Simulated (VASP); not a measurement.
# Ge8Mo3W (Cmmm) in VASP: a series of runs

The runs below take Ge8Mo3W through single point, with PBE.

Everything below comes from runs of VASP 6.6.1. Logs are shortened: lines on timing, memory, paths and dates and some standing lists are left out, and cuts for length are marked.

## Step 1: The cell of the first run

Symmetry: Cmmm, No. 65, orthorhombic system. Conventional cell: a = 4.716 Å, b = 8.287 Å, c = 9.447 Å, α = 90.00°, β = 90.00°, γ = 90.00°. Within 3.5 Å of Ge (site symmetry m) lie 9 Ge at 2.69 to 3.34 Å and 4 Mo at 2.71 to 2.80 Å and 1 W at 2.72 Å. Within 3.5 Å of Ge (site symmetry m2m) lie 9 Ge at 2.69 to 3.34 Å and 3 W at 2.71 to 2.80 Å and 2 Mo at 2.72 Å. Ge (site symmetry m2m) has 9 Ge at 2.68 to 3.33 Å and 5 Mo at 2.71 to 2.80 Å within 3.5 Å. Mo (site symmetry mm2) has 10 Ge at 2.71 to 2.80 Å and 2 Mo at 3.33 Å and 2 W at 3.34 Å within 3.6 Å. Within 3.6 Å of Mo (site symmetry mmm) lie 10 Ge at 2.71 to 2.80 Å and 4 Mo at 3.33 Å. W (site symmetry mmm) has 10 Ge at 2.71 to 2.80 Å and 4 Mo at 3.34 Å within 3.6 Å.

## Step 2: Single point, PBE

Input file INCAR:

```
SYSTEM = Ge8Mo3W
PREC = Accurate
ENCUT = 520
EDIFF = 1E-7
ISMEAR = 0
SIGMA = 0.1
LREAL = .False.
LASPH = .True.
NELM = 80
ALGO = Normal
ISIF = 2
LWAVE = .False.
LCHARG = .True.
GGA = PE
LELF = .True.
LVHAR = .True.
NBANDS = 96
```

Input file KPOINTS:

```
Automatic mesh
0
Gamma
  4 4 2
  0 0 0
```

Input file POSCAR:

```
Ge8Mo3W
1.0
    2.3582387506     -4.1437191352      0.0000000000
    2.3582387506      4.1437191352      0.0000000000
    0.0000000000      0.0000000000      9.4470547100
Ge Mo W
8 3 1
Direct
    0.6621333113      0.3378666887      0.7504484101
    0.1620545321      0.8379454679      0.5000000000
    0.6621333113      0.3378666887      0.2495515899
    0.1618061639      0.8381938361      0.0000000000
    0.3378666887      0.6621333113      0.7504484101
    0.8379454679      0.1620545321      0.5000000000
    0.3378666887      0.6621333113      0.2495515899
    0.8381938361      0.1618061639      0.0000000000
    0.0000000000      0.0000000000      0.7504765863
    0.0000000000      0.0000000000      0.2495234137
    0.5000000000      0.5000000000      0.0000000000
    0.5000000000      0.5000000000      0.5000000000
```

Potentials or basis: VASP PAW PBE potentials, release 64 (Ge_d, Mo_sv, W_sv).

The run is started by

```
> cat potpaw_PBE.64/Ge_d/POTCAR potpaw_PBE.64/Mo_sv/POTCAR potpaw_PBE.64/W_sv/POTCAR > POTCAR
> mpirun -np 1 vasp_std > vasp.out
```

OUTCAR:

```text
SYSTEM = Ge8Mo3W
   PREC = Accurate
   ENCUT = 520
   EDIFF = 1E-7
   ISMEAR = 0
   LREAL = .False.
   LASPH = .True.
   NELM = 80
   ISIF = 2
   GGA = PE

 ion  position               nearest neighbor table
   1  0.662  0.338  0.750-   5 2.69  11 2.71   9 2.71   9 2.71  12 2.72   5 2.77   5 2.77   8 2.77
                             6 2.78   9 2.80
   2  0.162  0.838  0.500-   6 2.69  12 2.71  12 2.71  10 2.72   9 2.72   6 2.77   6 2.77   5 2.78
                             7 2.78  12 2.80
   3  0.662  0.338  0.250-   7 2.69  11 2.71  10 2.71  10 2.71  12 2.72   7 2.77   7 2.77   8 2.77
                             6 2.78  10 2.80
   4  0.162  0.838  0.000-   8 2.68   9 2.71  10 2.71  11 2.71  11 2.71   5 2.77   7 2.77   8 2.77
                             8 2.77  11 2.80
   5  0.338  0.662  0.750-   1 2.69  11 2.71   9 2.71   9 2.71  12 2.72   1 2.77   1 2.77   4 2.77
                             2 2.78   9 2.80
   6  0.838  0.162  0.500-   2 2.69  12 2.71  12 2.71  10 2.72   9 2.72   2 2.77   2 2.77   1 2.78
                             3 2.78  12 2.80
   7  0.338  0.662  0.250-   3 2.69  11 2.71  10 2.71  10 2.71  12 2.72   3 2.77   3 2.77   4 2.77
                             2 2.78  10 2.80
   8  0.838  0.162  0.000-   4 2.68   9 2.71  10 2.71  11 2.71  11 2.71   1 2.77   3 2.77   4 2.77
                             4 2.77  11 2.80
   9  0.000  0.000  0.750-   4 2.71   8 2.71   1 2.71   5 2.71   1 2.71   5 2.71   6 2.72   2 2.72
                             1 2.80   5 2.80  11 3.33  11 3.33  12 3.34  12 3.34
  10  0.000  0.000  0.250-   4 2.71   8 2.71   3 2.71   7 2.71   3 2.71   7 2.71   6 2.72   2 2.72
                             7 2.80   3 2.80  11 3.33  11 3.33  12 3.34  12 3.34
  11  0.500  0.500  0.000-   4 2.71   8 2.71   4 2.71   8 2.71   5 2.71   7 2.71   1 2.71   3 2.71
                             4 2.80   8 2.80   9 3.33  10 3.33   9 3.33  10 3.33
  12  0.500  0.500  0.500-   2 2.71   6 2.71   2 2.71   6 2.71   5 2.72   7 2.72   1 2.72   3 2.72
                             6 2.80   2 2.80   9 3.34  10 3.34   9 3.34  10 3.34

  LATTYP: Found a base centered orthorhombic cell.
 ALAT       =     4.7164775012
 B/A-ratio  =     1.7571245211
 C/A-ratio  =     2.0029894572

  Lattice vectors:

 A1 = (   2.3582387506,  -4.1437191352,   0.0000000000)
 A2 = (   2.3582387506,   4.1437191352,   0.0000000000)
 A3 = (   0.0000000000,   0.0000000000,   9.4470547100)

Analysis of symmetry for initial positions (statically):
=====================================================================
 Subroutine PRICEL returns:
 Original cell was already a primitive cell.

 Routine SETGRP: Setting up the symmetry group for a
 base centered orthorhombic supercell.

 Subroutine GETGRP returns: Found  8 space group operations
 (whereof  8 operations were pure point group operations)
 out of a pool of  8 trial point group operations.

The static configuration has the point symmetry D_2h.

Analysis of symmetry for dynamics (positions and initial velocities):
=====================================================================
 Subroutine PRICEL returns:
 Original cell was already a primitive cell.

 Routine SETGRP: Setting up the symmetry group for a
 base centered orthorhombic supercell.

 Subroutine GETGRP returns: Found  8 space group operations
 (whereof  8 operations were pure point group operations)
 out of a pool of  8 trial point group operations.

The dynamic configuration has the point symmetry D_2h.

 Subroutine INISYM returns: Found  8 space group operations
 (whereof  8 operations are pure point group operations),
 and found     1 'primitive' translations

----------------------------------------------------------------------------------------

                                     Primitive cell

  volume of cell :     184.6310

  direct lattice vectors                    reciprocal lattice vectors
     2.358238751 -4.143719135  0.000000000     0.212022638 -0.120664549  0.000000000
     2.358238751  4.143719135  0.000000000     0.212022638  0.120664549  0.000000000
     0.000000000  0.000000000  9.447054710     0.000000000  0.000000000  0.105853097

  length of vectors
     4.767777079  4.767777079  9.447054710     0.243953955  0.243953955  0.105853097

  position of ions in fractional coordinates (direct lattice)
     0.662133311  0.337866689  0.750448410
     0.162054532  0.837945468  0.500000000
     0.662133311  0.337866689  0.249551590
     0.161806164  0.838193836  0.000000000
     0.337866689  0.662133311  0.750448410
     0.837945468  0.162054532  0.500000000
     0.337866689  0.662133311  0.249551590
[... 41 lines left out ...]

 Subroutine IBZKPT returns following result:
 ===========================================

 Found     14 irreducible k-points:

 Following reciprocal coordinates:
            Coordinates               Weight
  0.000000  0.000000  0.000000      1.000000
  0.250000  0.000000  0.000000      4.000000
  0.500000  0.000000  0.000000      2.000000
  0.250000  0.250000  0.000000      2.000000
  0.500000  0.250000  0.000000      4.000000
 -0.250000  0.250000  0.000000      2.000000
  0.500000  0.500000  0.000000      1.000000
  0.000000  0.000000  0.500000      1.000000
  0.250000  0.000000  0.500000      4.000000
  0.500000  0.000000  0.500000      2.000000
  0.250000  0.250000  0.500000      2.000000
  0.500000  0.250000  0.500000      4.000000
 -0.250000  0.250000  0.500000      2.000000
  0.500000  0.500000  0.500000      1.000000
   k-points           NKPTS =     14   k-points in BZ     NKDIM =     14   number of bands    NBANDS=     96
   number of dos      NEDOS =    301   number of ions     NIONS =     12
   total plane-waves  NPLWV =  90720
   dimension x,y,z NGX =    36 NGY =   36 NGZ =   70
   dimension x,y,z NGXF=    72 NGYF=   72 NGZF=  140
   ions per type =               8   3   1
   NGX,Y,Z   is equivalent  to a cutoff of  12.55, 12.55, 12.32 a.u.
   NGXF,Y,Z  is equivalent  to a cutoff of  25.11, 25.11, 24.64 a.u.
 SYSTEM =  Ge8Mo3W
   PREC   = accura    normal or accurate (medium, high low for compatibility)
   ISTART =      0    job   : 0-new  1-cont  2-samecut
   ICHARG =      2    charge: 1-file 2-atom 10-const
   ISPIN  =      1    spin polarized calculation?
   LNONCOLLINEAR =      F non collinear calculations
   LSORBIT =      F    spin-orbit coupling
   LASPH  =      T    aspherical Exc in radial PAW
   ENCUT  =  520.0 eV  38.22 Ry    6.18 a.u.   8.86  8.86 17.57*2*pi/ulx,y,z
   NELM   =     80;   NELMIN=  2; NELMDL= -5     # of ELM steps
   EDIFF  = 0.1E-06   stopping-criterion for ELM
   LREAL  =      F    real-space projection
   EDIFFG = 0.1E-05   stopping-criterion for IOM
   NSW    =      0    number of steps for IOM
   IBRION =     -1    ionic relax: 0-MD 1-quasi-New 2-CG
   NFREE  =      0    steps in history (QN), initial steepest desc. (CG)
   ISIF   =      2    stress and relaxation
   ISYM   =      2    0-nonsym 1-usesym 2-fastsym
   POTIM  = 0.5000    time-step for ionic-motion
   TEBEG  =    0.0;   TEEND  =   0.0 temperature during run
   PSTRESS=    0.0 pullay stress
   NELECT =     168.0000    total number of electrons
   NUPDOWN=      -1.0000    fix difference up-down
   EMIN   =  10.00;   EMAX   =-10.00  energy-range for DOS
   EFERMI =   0.00;   METHOD = LEGACY
   ISMEAR =     0;   SIGMA  =   0.10  broadening in eV -4-tet -1-fermi 0-gaus
   EFERMI_NEDOS =   21; number of points for ismear=-14 and -15
   IALGO  =     38    algorithm
   IMIX   =      4    mixing-type and parameters
     AMIX     =   0.40;   BMIX     =  1.00
     AMIX_MAG =   1.60;   BMIX_MAG =  1.00
  volume/ion in A,a.u.               =      15.39       103.83
  Fermi-wavevector in a.u.,A,eV,Ry     =   1.586389  2.997841 34.240841  2.516631
  Thomas-Fermi vector in A             =   2.685708
   LORBIT       =      0    0 simple, 1 ext, 2 COOP (PROOUT), +10 PAW based schemes
   GGA     = PE    functional components
   LHFCALC =     F    Hartree Fock is set to
   AEXX    =    0.0000 exact exchange contribution
   IVDW    =     0    specifies the selected vdW correction
   LEPSILON=     F    determine dielectric tensor
   LRPA    =     F    only Hartree local field effects (RPA)
 non-spin polarized calculation
 Gauss-broadening in eV      SIGMA  =   0.10
  energy-cutoff  :      520.00
  volume of cell :      184.63
 maximum number of plane-waves:      5004
   NGX = 17   NGY = 17   NGZ = 35

 number of electron     167.9999921 magnetization

 Free energy of the ion-electron system (eV)
  ---------------------------------------------------
  ext. energy  EPLUGINS =         0.00000000
  ---------------------------------------------------
  free energy    TOTEN  =       -82.98310584 eV

  energy without entropy =      -82.97314379  energy(sigma->0) =      -82.97812482

 E-fermi :  10.0502     XC(G=0): -12.7671

 val. band max:       10.0318089054   @ k =   0.5000   0.5000   0.5000
 cond. band min:      10.2029775352   @ k =  -0.2500   0.2500   0.5000
 fundamental gap:      0.1711686298
 Fermi energy:        10.0502061640

 k-point     1 :       0.0000    0.0000    0.0000
  band No.  band energies     occupation
      1     -63.8938      2.00000
      2     -50.7708      2.00000
      3     -50.7669      2.00000
      4     -50.7537      2.00000
      5     -28.1554      2.00000
      6     -28.1490      2.00000
[... 1375 lines left out ...]
     95      14.7648      0.00000
     96      14.8606      0.00000

------------------------ aborting loop because EDIFF is reached ----------------------------------------

  FORCE on cell =-STRESS in cart. coord.  units (eV):
  Direction    XX          YY          ZZ          XY          YZ          ZX
  --------------------------------------------------------------------------------------
  -------------------------------------------------------------------------------------
  Total        0.2566765      0.3032402      0.2632639      0.0000000      0.0000000      0.0000000
  in kB        2.2273693      2.6314364      2.2845325      0.0000000      0.0000000      0.0000000
  external PRESSURE =       2.3811127 kB  Pullay stress =       0.0000000 kB

 VOLUME and BASIS-vectors are now :
 -----------------------------------------------------------------------------
  energy-cutoff  :      520.00
  volume of cell :      184.63
      direct lattice vectors                 reciprocal lattice vectors
     2.358238751 -4.143719135  0.000000000     0.212022638 -0.120664549  0.000000000
     2.358238751  4.143719135  0.000000000     0.212022638  0.120664549  0.000000000
     0.000000000  0.000000000  9.447054710     0.000000000  0.000000000  0.105853097

 POSITION                                       TOTAL-FORCE (eV/Angst)
 -----------------------------------------------------------------------------------
      2.35824     -1.34367      7.08953        -0.000000     -0.009792     -0.001962
      2.35824      2.80070      4.72353        -0.000000     -0.009453     -0.000000
      2.35824     -1.34367      2.35753        -0.000000     -0.009792      0.001962
      2.35824      2.80276      0.00000        -0.000000     -0.008030     -0.000000
      2.35824      1.34367      7.08953        -0.000000      0.009792     -0.001962
      2.35824     -2.80070      4.72353        -0.000000      0.009453     -0.000000
      2.35824      1.34367      2.35753        -0.000000      0.009792      0.001962
      2.35824     -2.80276      0.00000        -0.000000      0.008030     -0.000000
      0.00000      0.00000      7.08979         0.000000      0.000000      0.003456
      0.00000      0.00000      2.35726         0.000000      0.000000     -0.003456
      2.35824      0.00000      0.00000        -0.000000      0.000000     -0.000000
      2.35824      0.00000      4.72353        -0.000000      0.000000     -0.000000
 -----------------------------------------------------------------------------------
    total drift:                                0.000000     -0.000000      0.000000

  FREE ENERGIE OF THE ION-ELECTRON SYSTEM (eV)
  ---------------------------------------------------
  free  energy   TOTEN  =       -82.9831058409 eV

  energy  without entropy=      -82.9731437927  energy(sigma->0) =      -82.97812482
```

It took 2.9 min on 1 thread of Intel Xeon 6975P-C (Granite Rapids), shared host; peak memory 0.4 GiB.

Results:

```
Free energy            : -82.9831 eV
Pressure               : 0.2 GPa
Largest force          : 0.010 eV/Å
Band gap on the k mesh : zero (bands 84 and 85 overlap by 0.83 eV)
```

Forces in eV/Å, atoms in the order of the input:
```
Ge   0.000 -0.010 -0.002
Ge   0.000 -0.009  0.000
Ge   0.000 -0.010  0.002
Ge   0.000 -0.008  0.000
Ge   0.000  0.010 -0.002
Ge   0.000  0.009  0.000
Ge   0.000  0.010  0.002
Ge   0.000  0.008  0.000
Mo   0.000  0.000  0.003
Mo   0.000  0.000 -0.003
Mo   0.000  0.000  0.000
W    0.000  0.000  0.000
```

Levels at points of the mesh, in eV from the Fermi level:
```tsv
k point	band 81	band 82	band 83	band 84	band 85	band 86	band 87	band 88
(0.00, 0.00, 0.00)	-1.44	-1.35	-1.05	0.53	1.88	2.02	2.11	2.12
(0.50, 0.00, 0.00)	-1.69	-1.67	-0.02	-0.02	1.37	1.46	1.54	1.61
(0.50, 0.50, 0.00)	-0.49	-0.42	-0.37	-0.31	-0.31	0.45	0.56	0.58
(0.00, 0.00, 0.50)	-1.34	-1.26	-0.85	-0.85	1.43	1.62	2.39	2.44
(0.50, 0.00, 0.50)	-0.96	-0.94	-0.92	-0.90	1.53	1.55	1.57	1.58
(0.50, 0.50, 0.50)	-0.79	-0.78	-0.53	-0.45	-0.12	-0.02	0.98	1.12
```

Caveat: the k points lie up to 0.38 Å⁻¹ apart, too coarse for converged energies and pressures of a metal; spin-orbit coupling is left out, which moves the levels of the heavy elements.

(Continued in part 2 of 2.)

The gap in the log of VASP goes by the Fermi energy; the results here count the filled bands.